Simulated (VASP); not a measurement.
A run of VASP 6.6.1 is set up as follows.

File INCAR:

```
ALGO = Normal
EDIFF = 1E-7
ENCUT = 520
GGA = PS
ISIF = 2
ISMEAR = -1
LASPH = True
LCHARG = True
LELF = True
LREAL = False
LVHAR = True
LWAVE = False
NBANDS = 11
NELM = 60
PREC = Accurate
SIGMA = 0.05
```

Contents of KPOINTS:

```
k-points
0
Gamma
  10 10 10
```

The input POSCAR:

```
BAs
1.0
    0.0000000000      2.3724693156      2.3724693156
    2.3724693156      0.0000000000      2.3724693156
    2.3724693156      2.3724693156      0.0000000000
As B
1 1
Direct
    0.7500000000      0.7500000000      0.7500000000
    0.0000000000      0.0000000000      0.0000000000
```

Potentials or basis: VASP PAW PBE potentials, release 64 (As, B).

Launch:

```bash
$ cat potpaw_PBE.64/As/POTCAR potpaw_PBE.64/B/POTCAR > POTCAR
$ mpirun -np 1 vasp_std > vasp.out
```

Q: What does it give for the band gap on the k mesh?

A: 1.06 eV, indirect (least direct gap 3.27 eV).

Q: Predict the pressure.

A: 3.0 GPa.

Caveat: the PAW data sets were made with another functional, which shifts forces and pressure a little. A k mesh can miss the band edges.
